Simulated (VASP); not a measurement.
# PtSe2 in VASP: a series of runs, part 2 of 2

VASP 6.6.1.

**3. Single point, LDA**

File INCAR:

```
PREC = Accurate ; ENCUT = 520
EDIFF = 1E-6 ; ISMEAR = 0
SIGMA = 0.01 ; LREAL = F
LASPH = T ; NELM = 60
ALGO = Normal ; ISIF = 2
LWAVE = F ; LCHARG = T
LDIPOL = T ; IDIPOL = 3
DIPOL = 0.5 0.5 0.355 ; GGA = CA
LELF = T ; LVHAR = T
LVACPOTAV = T ; NBANDS = 18
```

File KPOINTS:

```
regular mesh
0
Gamma
  12 12 1
```

File POSCAR:

```
PtSe2
1.0
    3.7300000000      0.0000000000      0.0000000000
   -1.8650000000      3.2302747561      0.0000000000
    0.0000000000      0.0000000000     29.0400000032
Se Pt
2 1
Direct
    0.6666666667      0.3333333333      0.3063054521
    0.6666666667      0.3333333333      0.4037496443
    0.3333333333      0.6666666667      0.3550275482
```

Potentials or basis: VASP PAW LDA potentials, release 64 (Se, Pt).

Run with:

```
cat potpaw_LDA.64/Se/POTCAR potpaw_LDA.64/Pt/POTCAR > POTCAR
mpirun -np 1 vasp_std > vasp.out
```

OUTCAR:

```text
PREC = Accurate
   ENCUT = 520
   EDIFF = 1E-6
   ISMEAR = 0
   LREAL = F
   LASPH = T
   NELM = 60
   ISIF = 2
   GGA = CA

 ion  position               nearest neighbor table
   1  0.667  0.333  0.306-   3 2.58   3 2.58   3 2.58
   2  0.667  0.333  0.404-   3 2.58   3 2.58   3 2.58
   3  0.333  0.667  0.355-   1 2.58   2 2.58   1 2.58   2 2.58   1 2.58   2 2.58

  LATTYP: Found a hexagonal cell.
 ALAT       =     3.7300000000
 C/A-ratio  =     7.7855227891

  Lattice vectors:

 A1 = (   3.7300000000,   0.0000000000,   0.0000000000)
 A2 = (  -1.8650000000,   3.2302747561,   0.0000000000)
 A3 = (   0.0000000000,   0.0000000000,  29.0400000032)

Analysis of symmetry for initial positions (statically):
=====================================================================
 Subroutine PRICEL returns:
 Original cell was already a primitive cell.

 Routine SETGRP: Setting up the symmetry group for a
 hexagonal supercell.

 Subroutine GETGRP returns: Found 12 space group operations
 (whereof  6 operations were pure point group operations)
 out of a pool of 24 trial point group operations.

The static configuration has the point symmetry C_3v.
 The point group associated with its full space group is D_3h.

Analysis of symmetry for dynamics (positions and initial velocities):
=====================================================================
 Subroutine PRICEL returns:
 Original cell was already a primitive cell.

 Routine SETGRP: Setting up the symmetry group for a
 hexagonal supercell.

 Subroutine GETGRP returns: Found 12 space group operations
 (whereof  6 operations were pure point group operations)
 out of a pool of 24 trial point group operations.

The dynamic configuration has the point symmetry C_3v.
 The point group associated with its full space group is D_3h.

 Subroutine INISYM returns: Found 12 space group operations
 (whereof  6 operations are pure point group operations),
 and found     1 'primitive' translations

----------------------------------------------------------------------------------------

                                     Primitive cell

  volume of cell :     349.9008

  direct lattice vectors                    reciprocal lattice vectors
     3.730000000  0.000000000  0.000000000     0.268096515  0.154785595  0.000000000
    -1.865000000  3.230274756  0.000000000     0.000000000  0.309571190  0.000000000
     0.000000000  0.000000000 29.040000003     0.000000000  0.000000000  0.034435262

  length of vectors
     3.730000000  3.730000000 29.040000003     0.309571190  0.309571190  0.034435262

  position of ions in fractional coordinates (direct lattice)
     0.666666667  0.333333333  0.306305452
     0.666666667  0.333333333  0.403749644
     0.333333333  0.666666667  0.355027548

  ion indices of the primitive-cell ions
   primitive index   ion index
                 1           1
                 2           2
                 3           3

----------------------------------------------------------------------------------------

 KPOINTS: regular mesh

Automatic generation of k-mesh.
[... 23 lines left out ...]
  0.000000  0.000000  0.000000      1.000000
  0.083333  0.000000  0.000000      6.000000
  0.166667  0.000000  0.000000      6.000000
  0.250000  0.000000  0.000000      6.000000
  0.333333  0.000000  0.000000      6.000000
  0.416667  0.000000  0.000000      6.000000
[... 11 lines left out ...]
  0.333333  0.250000  0.000000     12.000000
  0.333333  0.333333  0.000000      2.000000
   k-points           NKPTS =     19   k-points in BZ     NKDIM =     19   number of bands    NBANDS=     18
   number of dos      NEDOS =    301   number of ions     NIONS =      3
   total plane-waves  NPLWV = 169344
   dimension x,y,z NGX =    28 NGY =   28 NGZ =  216
   dimension x,y,z NGXF=    56 NGYF=   56 NGZF=  432
   ions per type =               2   1
   NGX,Y,Z   is equivalent  to a cutoff of  12.48, 12.48, 12.37 a.u.
   NGXF,Y,Z  is equivalent  to a cutoff of  24.96, 24.96, 24.73 a.u.
 SYSTEM =  unknown system
   PREC   = accura    normal or accurate (medium, high low for compatibility)
   ISTART =      0    job   : 0-new  1-cont  2-samecut
   ICHARG =      2    charge: 1-file 2-atom 10-const
   ISPIN  =      1    spin polarized calculation?
   LNONCOLLINEAR =      F non collinear calculations
   LSORBIT =      F    spin-orbit coupling
   LASPH  =      T    aspherical Exc in radial PAW
   ENCUT  =  520.0 eV  38.22 Ry    6.18 a.u.   6.94  6.94 54.00*2*pi/ulx,y,z
   NELM   =     60;   NELMIN=  2; NELMDL= -5     # of ELM steps
   EDIFF  = 0.1E-05   stopping-criterion for ELM
   LREAL  =      F    real-space projection
   EDIFFG = 0.1E-04   stopping-criterion for IOM
   NSW    =      0    number of steps for IOM
   IBRION =     -1    ionic relax: 0-MD 1-quasi-New 2-CG
   NFREE  =      0    steps in history (QN), initial steepest desc. (CG)
   ISIF   =      2    stress and relaxation
   ISYM   =      2    0-nonsym 1-usesym 2-fastsym
   POTIM  = 0.5000    time-step for ionic-motion
   TEBEG  =    0.0;   TEEND  =   0.0 temperature during run
   PSTRESS=    0.0 pullay stress
   NELECT =      22.0000    total number of electrons
   NUPDOWN=      -1.0000    fix difference up-down
   EMIN   =  10.00;   EMAX   =-10.00  energy-range for DOS
   EFERMI =   0.00;   METHOD = LEGACY
   ISMEAR =     0;   SIGMA  =   0.01  broadening in eV -4-tet -1-fermi 0-gaus
   EFERMI_NEDOS =   21; number of points for ismear=-14 and -15
   IALGO  =     38    algorithm
   IMIX   =      4    mixing-type and parameters
     AMIX     =   0.40;   BMIX     =  1.00
     AMIX_MAG =   1.60;   BMIX_MAG =  1.00
  volume/ion in A,a.u.               =     116.63       787.08
  Fermi-wavevector in a.u.,A,eV,Ry     =   0.650980  1.230173  5.765802  0.423775
  Thomas-Fermi vector in A             =   1.720432
   LORBIT       =      0    0 simple, 1 ext, 2 COOP (PROOUT), +10 PAW based schemes
   GGA     = CA    functional components
   LHFCALC =     F    Hartree Fock is set to
   AEXX    =    0.0000 exact exchange contribution
   IVDW    =     0    specifies the selected vdW correction
   LEPSILON=     F    determine dielectric tensor
   LRPA    =     F    only Hartree local field effects (RPA)
 non-spin polarized calculation
 Gauss-broadening in eV      SIGMA  =   0.01
  energy-cutoff  :      520.00
  volume of cell :      349.90
 maximum number of plane-waves:      9457
 NGX is ok and might be reduce to    28
   NGX = 13   NGY = 13   NGZ =107

 dipolmoment           0.000000      0.000000     -0.000002 electrons x Angstroem

 number of electron      22.0000001 magnetization

 dipolmoment           0.000000      0.000000      0.000003 electrons x Angstroem

 Free energy of the ion-electron system (eV)
  ---------------------------------------------------
  ext. energy  EPLUGINS =         0.00000000
  ---------------------------------------------------
  free energy    TOTEN  =       -15.30517262 eV

  energy without entropy =      -15.30487532  energy(sigma->0) =      -15.30502397

 E-fermi :  -2.9890     XC(G=0):  -2.4580

 val. band max:       -2.9999730946   @ k =   0.0833   0.0833   0.0000
 cond. band min:      -2.9871006249   @ k =   0.1667   0.1667   0.0000
 fundamental gap:      0.0128724697
 Fermi energy:        -2.9890060165

 k-point     1 :       0.0000    0.0000    0.0000
  band No.  band energies     occupation
      1     -18.0058      2.00000
      2     -16.1876      2.00000
      3      -9.0826      2.00000
      4      -7.9129      2.00000
      5      -7.9129      2.00000
      6      -7.1874      2.00000
[... 376 lines left out ...]
      5      -7.7909      2.00000
      6      -7.5802      2.00000
[... 10 lines left out ...]
     17       4.9561      0.00000
     18       5.1930      0.00000

------------------------ aborting loop because EDIFF is reached ----------------------------------------

  FORCE on cell =-STRESS in cart. coord.  units (eV):
  Direction    XX          YY          ZZ          XY          YZ          ZX
  --------------------------------------------------------------------------------------
  -------------------------------------------------------------------------------------
  Total       -3.4405883     -3.4405883     -1.8987615      0.0000000      0.0000000     -0.0000000
  in kB      -15.7542736    -15.7542736     -8.6943293      0.0000000      0.0000000     -0.0000000
  external PRESSURE =     -13.4009588 kB  Pullay stress =       0.0000000 kB

 VOLUME and BASIS-vectors are now :
 -----------------------------------------------------------------------------
  energy-cutoff  :      520.00
  volume of cell :      349.90
      direct lattice vectors                 reciprocal lattice vectors
     3.730000000  0.000000000  0.000000000     0.268096515  0.154785595  0.000000000
    -1.865000000  3.230274756  0.000000000     0.000000000  0.309571190  0.000000000
     0.000000000  0.000000000 29.040000003     0.000000000  0.000000000  0.034435262

 POSITION                                       TOTAL-FORCE (eV/Angst)
 -----------------------------------------------------------------------------------
      1.86500      1.07676      8.89511        -0.000000     -0.000000      0.666009
      1.86500      1.07676     11.72489        -0.000000     -0.000000     -0.666009
     -0.00000      2.15352     10.31000         0.000000      0.000000      0.000000
 -----------------------------------------------------------------------------------
    total drift:                               -0.000000      0.000000      0.000034

  FREE ENERGIE OF THE ION-ELECTRON SYSTEM (eV)
  ---------------------------------------------------
  free  energy   TOTEN  =       -15.3051726232 eV

  energy  without entropy=      -15.3048753170  energy(sigma->0) =      -15.30502397

 vacuum level on the upper side and lower side of the slab         1.960         1.960
```

stdout:

```text
POSCAR found type information on POSCAR SePt
 POSCAR found :  2 types and       3 ions
 scaLAPACK will be used
 LDA part: xc-table for (Slater(with rela. corr.)+CA(PZ))
 , standard interpolation
 POSCAR, INCAR and KPOINTS ok, starting setup
 FFT: planning ... GRIDC
 FFT: planning ... GRID_SOFT
 FFT: planning ... GRID
 WAVECAR not read
 entering main loop
 -----------------------------------------------------------------------------
|                                                                             |
|           W    W    AA    RRRRR   N    N  II  N    N   GGGG   !!!           |
|           W    W   A  A   R    R  NN   N  II  NN   N  G    G  !!!           |
|           W    W  A    A  R    R  N N  N  II  N N  N  G       !!!           |
|           W WW W  AAAAAA  RRRRR   N  N N  II  N  N N  G  GGG   !            |
|           WW  WW  A    A  R   R   N   NN  II  N   NN  G    G                |
|           W    W  A    A  R    R  N    N  II  N    N   GGGG   !!!           |
|                                                                             |
|     Did not find any points to average over, which means that no vacuum     |
|     field-free region was found. Please increase the size of  your cell     |
|     in the dimension of the dipole correction to obtain accurate            |
|     workfunction values.                                                    |
|                                                                             |
 -----------------------------------------------------------------------------
```

Wall time 2.3 min (1 thread of Intel Xeon Platinum 8488C (Sapphire Rapids), shared host); peak memory 0.38 GiB.

Results:

| Property | Result |
| --- | --- |
| Free energy | -15.3052 eV |
| Largest force | 0.666 eV/Å |
| Band gap on the k mesh | zero (band 11 reaches -2.49 eV, above the bottom of band 12 at -3.13 eV) |

Forces on the atoms (eV/Å):
```
Se   0.000  0.000  0.666
Se   0.000  0.000 -0.666
Pt   0.000  0.000  0.000
```

Caveat: spin-orbit coupling is left out, which moves the levels of the heavy elements.

**4. Single point, PBE**

File INCAR:

```
  ALGO = Normal
  DIPOL = 0.5 0.5 0.355
  EDIFF = 1E-7
  ENCUT = 520
  GGA = PE
  IDIPOL = 3
  ISIF = 2
  ISMEAR = 0
  LASPH = T
  LCHARG = F
  LDIPOL = T
  LREAL = F
  LWAVE = F
  NBANDS = 18
  NELM = 80
  PREC = Accurate
  SIGMA = 0.01
```

File KPOINTS:

```
k-points
0
Gamma
  12 12 1
```

POSCAR is that of step 3.

Potentials or basis: VASP PAW PBE potentials, release 64 (Se, Pt).

Run with:

```
cat potpaw_PBE.64/Se/POTCAR potpaw_PBE.64/Pt/POTCAR > POTCAR
mpirun -np 1 vasp_std > vasp.out
```

OUTCAR:

```text
EDIFF = 1E-7
   ENCUT = 520
   GGA = PE
   ISIF = 2
   ISMEAR = 0
   LASPH = T
   LREAL = F
   NELM = 80
   PREC = Accurate

 ion  position               nearest neighbor table
   1  0.667  0.333  0.306-   3 2.58   3 2.58   3 2.58
   2  0.667  0.333  0.404-   3 2.58   3 2.58   3 2.58
   3  0.333  0.667  0.355-   1 2.58   2 2.58   1 2.58   2 2.58   1 2.58   2 2.58

  LATTYP: Found a hexagonal cell.
 ALAT       =     3.7300000000
 C/A-ratio  =     7.7855227891

  Lattice vectors:

 A1 = (   3.7300000000,   0.0000000000,   0.0000000000)
 A2 = (  -1.8650000000,   3.2302747561,   0.0000000000)
 A3 = (   0.0000000000,   0.0000000000,  29.0400000032)

Analysis of symmetry for initial positions (statically):
=====================================================================
 Subroutine PRICEL returns:
 Original cell was already a primitive cell.

 Routine SETGRP: Setting up the symmetry group for a
 hexagonal supercell.

 Subroutine GETGRP returns: Found 12 space group operations
 (whereof  6 operations were pure point group operations)
 out of a pool of 24 trial point group operations.

The static configuration has the point symmetry C_3v.
 The point group associated with its full space group is D_3h.

Analysis of symmetry for dynamics (positions and initial velocities):
=====================================================================
 Subroutine PRICEL returns:
 Original cell was already a primitive cell.

 Routine SETGRP: Setting up the symmetry group for a
 hexagonal supercell.

 Subroutine GETGRP returns: Found 12 space group operations
 (whereof  6 operations were pure point group operations)
 out of a pool of 24 trial point group operations.

The dynamic configuration has the point symmetry C_3v.
 The point group associated with its full space group is D_3h.

 Subroutine INISYM returns: Found 12 space group operations
 (whereof  6 operations are pure point group operations),
 and found     1 'primitive' translations
[... 115 lines left out ...]
   LORBIT       =      0    0 simple, 1 ext, 2 COOP (PROOUT), +10 PAW based schemes
   GGA     = PE    functional components
   LHFCALC =     F    Hartree Fock is set to
   AEXX    =    0.0000 exact exchange contribution
   IVDW    =     0    specifies the selected vdW correction
   LEPSILON=     F    determine dielectric tensor
   LRPA    =     F    only Hartree local field effects (RPA)
 non-spin polarized calculation
 Gauss-broadening in eV      SIGMA  =   0.01
  energy-cutoff  :      520.00
  volume of cell :      349.90
 maximum number of plane-waves:      9457
 NGX is ok and might be reduce to    28
   NGX = 13   NGY = 13   NGZ =107

 dipolmoment           0.000000      0.000000     -0.000001 electrons x Angstroem

 number of electron      22.0000001 magnetization

 dipolmoment           0.000000      0.000000      0.000001 electrons x Angstroem

 Free energy of the ion-electron system (eV)
  ---------------------------------------------------
  ext. energy  EPLUGINS =         0.00000000
  ---------------------------------------------------
  free energy    TOTEN  =       -12.91624647 eV

  energy without entropy =      -12.91603222  energy(sigma->0) =      -12.91613934

 E-fermi :  -2.7270     XC(G=0):  -2.3805

 val. band max:       -2.7783470898   @ k =   0.0833   0.0833   0.0000
 cond. band min:      -2.7240008271   @ k =   0.1667   0.1667   0.0000
 fundamental gap:      0.0543462628
 Fermi energy:        -2.7270465290

 k-point     1 :       0.0000    0.0000    0.0000
  band No.  band energies     occupation
      1     -17.7772      2.00000
      2     -15.9573      2.00000
      3      -8.8712      2.00000
      4      -7.6946      2.00000
      5      -7.6946      2.00000
      6      -6.9430      2.00000
[... 376 lines left out ...]
      5      -7.5927      2.00000
      6      -7.3377      2.00000
[... 10 lines left out ...]
     17       5.2163      0.00000
     18       5.4296      0.00000

------------------------ aborting loop because EDIFF is reached ----------------------------------------

 vacuum level on the upper side and lower side of the slab       (xc-potential included)        -0.007        -0.007

  FORCE on cell =-STRESS in cart. coord.  units (eV):
  Direction    XX          YY          ZZ          XY          YZ          ZX
  --------------------------------------------------------------------------------------
  -------------------------------------------------------------------------------------
  Total       -0.8796144     -0.8796144     -0.0274183     -0.0000000      0.0000000      0.0000000
  in kB       -4.0277081     -4.0277081     -0.1255469     -0.0000000      0.0000000      0.0000000
  external PRESSURE =      -2.7269877 kB  Pullay stress =       0.0000000 kB

 VOLUME and BASIS-vectors are now :
 -----------------------------------------------------------------------------
  energy-cutoff  :      520.00
  volume of cell :      349.90
      direct lattice vectors                 reciprocal lattice vectors
     3.730000000  0.000000000  0.000000000     0.268096515  0.154785595  0.000000000
    -1.865000000  3.230274756  0.000000000     0.000000000  0.309571190  0.000000000
     0.000000000  0.000000000 29.040000003     0.000000000  0.000000000  0.034435262

 POSITION                                       TOTAL-FORCE (eV/Angst)
 -----------------------------------------------------------------------------------
      1.86500      1.07676      8.89511         0.000000      0.000000      0.004802
      1.86500      1.07676     11.72489         0.000000     -0.000000     -0.004802
     -0.00000      2.15352     10.31000        -0.000000      0.000000     -0.000000
 -----------------------------------------------------------------------------------
    total drift:                                0.000000     -0.000000      0.000028

  FREE ENERGIE OF THE ION-ELECTRON SYSTEM (eV)
  ---------------------------------------------------
  free  energy   TOTEN  =       -12.9162464704 eV

  energy  without entropy=      -12.9160322172  energy(sigma->0) =      -12.91613934

 vacuum level on the upper side and lower side of the slab         1.908         1.908
```

OSZICAR:

```text
N       E                     dE             d eps       ncg     rms          rms(c)
DAV:   1     0.168816186510E+03    0.16882E+03   -0.68251E+03   684   0.859E+02
DAV:   2     0.529886868783E+01   -0.16352E+03   -0.15510E+03  1126   0.151E+02
DAV:   3    -0.130988642289E+02   -0.18398E+02   -0.18224E+02   834   0.629E+01
[... 15 lines left out ...]
DAV:  19    -0.129162440024E+02   -0.32663E-05   -0.97058E-08   694   0.111E-03    0.220E-04
DAV:  20    -0.129162450253E+02   -0.10229E-05   -0.97144E-09   740   0.437E-04    0.712E-05
DAV:  21    -0.129162458513E+02   -0.82604E-06   -0.17467E-08   696   0.260E-04    0.406E-05
DAV:  22    -0.129162463743E+02   -0.52296E-06   -0.76591E-09   660   0.177E-04    0.178E-05
DAV:  23    -0.129162464704E+02   -0.96146E-07   -0.27651E-10   662   0.774E-05
   1 F= -.12916246E+02 E0= -.12916139E+02  d E =-.214253E-03
```

stdout:

```text
POSCAR found type information on POSCAR SePt
 POSCAR found :  2 types and       3 ions
 scaLAPACK will be used
 LDA part: xc-table for (Slater+PW92), standard interpolation
 POSCAR, INCAR and KPOINTS ok, starting setup
 FFT: planning ... GRIDC
 FFT: planning ... GRID_SOFT
 FFT: planning ... GRID
 WAVECAR not read
 entering main loop
```

Wall time 2.6 min (1 thread of Intel Xeon Platinum 8488C (Sapphire Rapids), shared host); peak memory 0.49 GiB.

What came out:

```
Free energy            : -12.9162 eV
Largest force          : 0.005 eV/Å
Band gap on the k mesh : zero (band 11 reaches -2.27 eV, above the bottom of band 12 at -2.86 eV)
```

Forces on the atoms (eV/Å):
```
Se   0.000  0.000  0.005
Se   0.000  0.000 -0.005
Pt   0.000  0.000  0.000
```

Caveat: spin-orbit coupling is left out, which moves the levels of the heavy elements.
